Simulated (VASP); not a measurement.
# In2O3 (R-3c) in VASP: further runs, part 2 of 2

VASP 6.6.1. Earlier steps stand in the parts before.

## (3) Single point, r2SCAN (strain +2.0%)

POSCAR

```
In2O3
1.0
    2.8088974603      1.6217177048      4.9514269733
   -2.8088974603      1.6217177048      4.9514269733
    0.0000000000     -3.2434354097      4.9514269733
In O
4 6
Direct
    0.8563315975      0.8563315975      0.8563315975
    0.3563315975      0.3563315975      0.3563315975
    0.1436684025      0.1436684025      0.1436684025
    0.6436684025      0.6436684025      0.6436684025
    0.4529589832      0.0470410168      0.7500000000
    0.0470410168      0.7500000000      0.4529589832
    0.5470410168      0.9529589832      0.2500000000
    0.2500000000      0.5470410168      0.9529589832
    0.9529589832      0.2500000000      0.5470410168
    0.7500000000      0.4529589832      0.0470410168
```

INCAR.step1

```
ALGO = Normal
EDIFF = 1E-4
ENCUT = 520
GGA = PE
ISMEAR = 0
LASPH = True
LCHARG = False
LREAL = False
LWAVE = True
NBANDS = 55
NELM = 80
PREC = Accurate
SIGMA = 0.01
```

INCAR.step2

```
ALGO = Normal
EDIFF = 1E-7
ENCUT = 520
ISIF = 2
ISMEAR = 0
ISTART = 1
LASPH = True
LCHARG = False
LMIXTAU = True
LREAL = False
LWAVE = False
METAGGA = R2SCAN
NBANDS = 55
NELM = 80
PREC = Accurate
SIGMA = 0.01
```

KPOINTS

```
k-points
0
Gamma
  6 6 6
```

Potentials or basis: VASP PAW PBE potentials, release 64 (In_d, O).

On the command line:

```sh
$ cat potpaw_PBE.64/In_d/POTCAR potpaw_PBE.64/O/POTCAR > POTCAR
$ cp INCAR.step1 INCAR
$ mpirun -np 1 vasp_std > vasp.out
$ cp INCAR.step2 INCAR
$ mpirun -np 1 vasp_std > vasp.out
```

It took 27 min on 1 thread of Intel Xeon Platinum 8259CL at 2.50GHz (Skylake/Cascade Lake), shared host; peak memory 0.46 GiB.

The run converged. Its results:

```
Free energy            : -144.2787 eV
Pressure               : -8.5 GPa
Largest force          : 0.018 eV/Å
Band gap on the k mesh : 1.40 eV (least direct gap 1.48 eV)
```

Forces in eV/Å, atoms in the order of the input:
```
In   0.000  0.000  0.018
In   0.000  0.000  0.018
In   0.000  0.000 -0.018
In   0.000  0.000 -0.018
O   -0.004  0.000  0.000
O    0.002  0.003  0.000
O    0.004  0.000  0.000
O   -0.002  0.003  0.000
O   -0.002 -0.003  0.000
O    0.002 -0.003  0.000
```

Stress tensor (GPa, compression positive):
```
-9.03  0.00  0.00
 0.00 -9.03  0.00
 0.00  0.00 -7.32
```

Levels at points of the mesh, in eV from the valence-band top:
```
           k point  band 41  band 42  band 43  band 44  band 45  band 46  band 47  band 48
(0.00, 0.00, 0.00)    -0.23    -0.23    -0.09    -0.09     1.40     5.88     6.39     7.47
(0.50, 0.00, 0.00)    -0.70    -0.70    -0.06    -0.06     5.07     5.07     6.07     6.07
(0.50, 0.50, 0.00)    -0.52    -0.34    -0.09    -0.04     5.26     5.65     6.56     6.73
(0.50, 0.50, 0.50)    -0.19    -0.19    -0.19    -0.19     4.53     4.53     7.26     7.26
```

Caveat: the cell differs from its parent crystal (strain +2.0%); the cell stands under tension; the PAW data sets were made with another functional, which shifts forces and pressure a little; spin-orbit coupling is left out, which moves the levels of the heavy elements.

## (4) Single point, PBE

This run uses another cell than the first one, of 12.75 Å³/atom.

INCAR

```
SYSTEM = In2O3
ALGO = Normal ; EDIFF = 1E-6
ENCUT = 520 ; GGA = PE
ISIF = 2 ; ISMEAR = -1
LASPH = .True. ; LCHARG = .False.
LREAL = .False. ; LWAVE = .False.
NBANDS = 55 ; NELM = 100
PREC = Accurate ; SIGMA = 0.02
```

KPOINTS

```
k-points
0
Gamma
  6 6 6
  0 0 0
```

POSCAR

```
In2O3
1.0
    2.7538210395      1.5899193185      4.8543401699
   -2.7538210395      1.5899193185      4.8543401699
    0.0000000000     -3.1798386370      4.8543401699
In O
4 6
Direct
    0.8570396725      0.8570396725      0.8570396725
    0.3570396725      0.3570396725      0.3570396725
    0.1429603275      0.1429603275      0.1429603275
    0.6429603275      0.6429603275      0.6429603275
    0.4533861654      0.0466138346      0.7500000000
    0.0466138346      0.7500000000      0.4533861654
    0.5466138346      0.9533861654      0.2500000000
    0.2500000000      0.5466138346      0.9533861654
    0.9533861654      0.2500000000      0.5466138346
    0.7500000000      0.4533861654      0.0466138346
```

On the command line:

```sh
$ cat potpaw_PBE.64/In_d/POTCAR potpaw_PBE.64/O/POTCAR > POTCAR
$ mpirun -np 1 vasp_std > vasp.out
```

Wall time 8.7 min (1 thread of Intel Xeon 8259CL, shared host); peak memory 0.4 GiB.

Results (log left out):

| Quantity | Value |
| --- | --- |
| Free energy | -55.3616 eV |
| Pressure | 6.9 GPa |
| Largest force | 0.096 eV/Å |
| Band gap on the k mesh | 1.22 eV (least direct gap 1.26 eV) |

Forces on the atoms (eV/Å):
```
In   0.000  0.000  0.096
In   0.000  0.000  0.096
In   0.000  0.000 -0.096
In   0.000  0.000 -0.096
O    0.007  0.000  0.000
O   -0.004 -0.006  0.000
O   -0.007  0.000  0.000
O    0.004 -0.006  0.000
O    0.004  0.006  0.000
O   -0.004  0.006  0.000
```

Stress tensor (GPa, compression positive):
```
7.11 0.00 0.00
0.00 7.11 0.00
0.00 0.00 6.33
```

Levels at points of the mesh, in eV from the valence-band top:
| k point | band 40 | band 41 | band 42 | band 43 | band 44 | band 45 | band 46 | band 47 | band 48 | band 49 |
| --- | --- | --- | --- | --- | --- | --- | --- | --- | --- | --- |
| (0.00, 0.00, 0.00) | -0.38 | -0.26 | -0.26 | -0.05 | -0.05 | 1.22 | 5.51 | 6.19 | 7.24 | 9.15 |
| (0.50, 0.00, 0.00) | -0.90 | -0.73 | -0.73 | -0.06 | -0.06 | 4.90 | 4.90 | 5.84 | 5.84 | 8.40 |
| (0.50, 0.50, 0.00) | -0.84 | -0.54 | -0.33 | -0.08 | -0.04 | 5.12 | 5.47 | 6.40 | 6.50 | 7.31 |
| (0.50, 0.50, 0.50) | -1.09 | -0.19 | -0.19 | -0.19 | -0.19 | 4.35 | 4.35 | 7.10 | 7.10 | 8.29 |

Caveat: the cell stands under pressure; spin-orbit coupling is left out, which moves the levels of the heavy elements. A k mesh can miss the band edges.

## (5) Single point, PBE (strain +1.0%)

INCAR

```
  PREC = Accurate
  ENCUT = 520
  EDIFF = 1E-6
  ISMEAR = -1
  SIGMA = 0.02
  LREAL = F
  LASPH = T
  NELM = 80
  ALGO = Normal
  ISIF = 2
  LWAVE = F
  LCHARG = F
  GGA = PE
  NBANDS = 55
```

KPOINTS

```
regular mesh
0
Gamma
  6 6 6
```

POSCAR

```
In2O3
1.0
    2.7813592499      1.6058185116      4.9028835716
   -2.7813592499      1.6058185116      4.9028835716
    0.0000000000     -3.2116370233      4.9028835716
In O
4 6
Direct
    0.8566860344      0.8566860344      0.8566860344
    0.3566860344      0.3566860344      0.3566860344
    0.1433139656      0.1433139656      0.1433139656
    0.6433139656      0.6433139656      0.6433139656
    0.4531244008      0.0468755992      0.7500000000
    0.0468755992      0.7500000000      0.4531244008
    0.5468755992      0.9531244008      0.2500000000
    0.2500000000      0.5468755992      0.9531244008
    0.9531244008      0.2500000000      0.5468755992
    0.7500000000      0.4531244008      0.0468755992
```

On the command line:

```sh
$ cat potpaw_PBE.64/In_d/POTCAR potpaw_PBE.64/O/POTCAR > POTCAR
$ mpirun -np 1 vasp_std > vasp.out
```

Wall time 7.8 min (1 thread of Intel Xeon 8259CL, shared host); peak memory 0.41 GiB.

It converged, with:

```yaml
Free_energy: -55.4661 eV
Pressure: 1.7 GPa
Largest_force: 0.090 eV/Å
Band_gap_on_the_k_mesh: 1.02 eV (least direct gap 1.09 eV)
```

Forces in eV/Å, atoms in the order of the input:
```
In   0.000  0.000  0.090
In   0.000  0.000  0.090
In   0.000  0.000 -0.090
In   0.000  0.000 -0.090
O    0.004  0.000  0.000
O   -0.002 -0.003  0.000
O   -0.004  0.000  0.000
O    0.002 -0.003  0.000
O    0.002  0.003  0.000
O   -0.002  0.003  0.000
```

Stress tensor (GPa, compression positive):
```
1.63 0.00 0.00
0.00 1.63 0.00
0.00 0.00 1.85
```

Levels at points of the mesh, in eV from the valence-band top:
```csv
k point,band 41,band 42,band 43,band 44,band 45,band 46,band 47,band 48
"(0.00, 0.00, 0.00)",-0.24,-0.24,-0.07,-0.07,1.02,5.37,5.92,7.02
"(0.50, 0.00, 0.00)",-0.73,-0.73,-0.06,-0.06,4.69,4.69,5.61,5.61
"(0.50, 0.50, 0.00)",-0.52,-0.34,-0.09,-0.04,4.87,5.25,6.13,6.29
"(0.50, 0.50, 0.50)",-0.19,-0.19,-0.19,-0.19,4.16,4.16,6.80,6.80
```

Caveat: the cell differs from its parent crystal (strain +1.0%); spin-orbit coupling is left out, which moves the levels of the heavy elements. A k mesh can miss the band edges.

## (6) Single point, PBE (strain +2.0%)

INCAR

```
ALGO     = Normal         # electronic algorithm
EDIFF    = 1E-6           # SCF threshold, eV
ENCUT    = 520            # plane-wave cutoff, eV
GGA      = PE             # functional
ISIF     = 2              # what is computed and relaxed
ISMEAR   = -1             # smearing method
LASPH    = T              # aspherical terms in the spheres
LCHARG   = F              # write CHGCAR
LREAL    = F              # projectors in reciprocal space
LWAVE    = F              # write WAVECAR
NBANDS   = 55             # bands
NELM     = 60             # most SCF steps
PREC     = Accurate       # precision mode
SIGMA    = 0.02           # smearing width, eV
```

KPOINTS

```
k-points
0
Gamma
  6 6 6
```

POSCAR

```
In2O3
1.0
    2.8088974603      1.6217177048      4.9514269733
   -2.8088974603      1.6217177048      4.9514269733
    0.0000000000     -3.2434354097      4.9514269733
In O
4 6
Direct
    0.8563315975      0.8563315975      0.8563315975
    0.3563315975      0.3563315975      0.3563315975
    0.1436684025      0.1436684025      0.1436684025
    0.6436684025      0.6436684025      0.6436684025
    0.4529589832      0.0470410168      0.7500000000
    0.0470410168      0.7500000000      0.4529589832
    0.5470410168      0.9529589832      0.2500000000
    0.2500000000      0.5470410168      0.9529589832
    0.9529589832      0.2500000000      0.5470410168
    0.7500000000      0.4529589832      0.0470410168
```

Potentials or basis: VASP PAW PBE potentials, release 64 (In_d, O).

On the command line:

```sh
$ cat potpaw_PBE.64/In_d/POTCAR potpaw_PBE.64/O/POTCAR > POTCAR
$ mpirun -np 1 vasp_std > vasp.out
```

It took 9.6 min on 1 thread of Intel Xeon 8259CL, shared host; peak memory 0.41 GiB.

Results (log left out):

| Item | Value |
| --- | --- |
| Free energy | -55.4551 eV |
| Pressure | -2.7 GPa |
| Largest force | 0.085 eV/Å |
| Band gap on the k mesh | 0.83 eV (least direct gap 0.92 eV) |

Forces on the atoms (eV/Å):
```
In   0.000  0.000  0.085
In   0.000  0.000  0.085
In   0.000  0.000 -0.085
In   0.000  0.000 -0.085
O    0.001  0.000  0.000
O    0.000  0.000  0.000
O   -0.001  0.000  0.000
O    0.000  0.000  0.000
O    0.000  0.000  0.000
O    0.000  0.000  0.000
```

Stress tensor (GPa, compression positive):
```
-3.07  0.00  0.00
 0.00 -3.07  0.00
 0.00  0.00 -2.02
```

Levels at points of the mesh, in eV from the valence-band top:
```
           k point  band 42  band 43  band 44  band 45  band 46  band 47
(0.00, 0.00, 0.00)    -0.23    -0.10    -0.10     0.83     5.22     5.66
(0.50, 0.00, 0.00)    -0.72    -0.06    -0.06     4.47     4.47     5.38
(0.50, 0.50, 0.00)    -0.35    -0.10    -0.05     4.63     5.04     5.87
(0.50, 0.50, 0.50)    -0.19    -0.19    -0.19     3.96     3.96     6.51
```

Caveat: the cell differs from its parent crystal (strain +2.0%); spin-orbit coupling is left out, which moves the levels of the heavy elements. A k mesh can miss the band edges.

## (7) Overview

```tsv
level	cell	smearing	gap on the mesh (eV)	pressure (GPa)	largest force (eV/Å)
r2SCAN	a = 5.861 Å, angles 56.7°, 10 atoms	gaussian 0.01 eV	1.60	-4.1	0.02
r2SCAN	a = 5.919 Å, angles 56.7°, 10 atoms	gaussian 0.01 eV	1.40	-8.5	0.02
PBE	a = 5.803 Å, angles 56.7°, 10 atoms	fermi-dirac 0.02 eV	1.22	6.9	0.10
PBE	a = 5.861 Å, angles 56.7°, 10 atoms	fermi-dirac 0.02 eV	1.02	1.7	0.09
PBE	a = 5.919 Å, angles 56.7°, 10 atoms	fermi-dirac 0.02 eV	0.83	-2.7	0.09
```

Alike in all rows: task single point; potentials or basis VASP PAW PBE potentials, release 64 (In_d, O); no spin polarisation; k mesh 6 × 6 × 6; cutoff (eV) 520.

Caveats: spin-orbit coupling is left out, which moves the levels of the heavy elements; the cell stands under tension (at least some runs); the PAW data sets were made with another functional, which shifts forces and pressure a little (at least some runs); the cell stands under pressure (at least some runs).

Absolute energies hang on the potentials; compare differences alone.
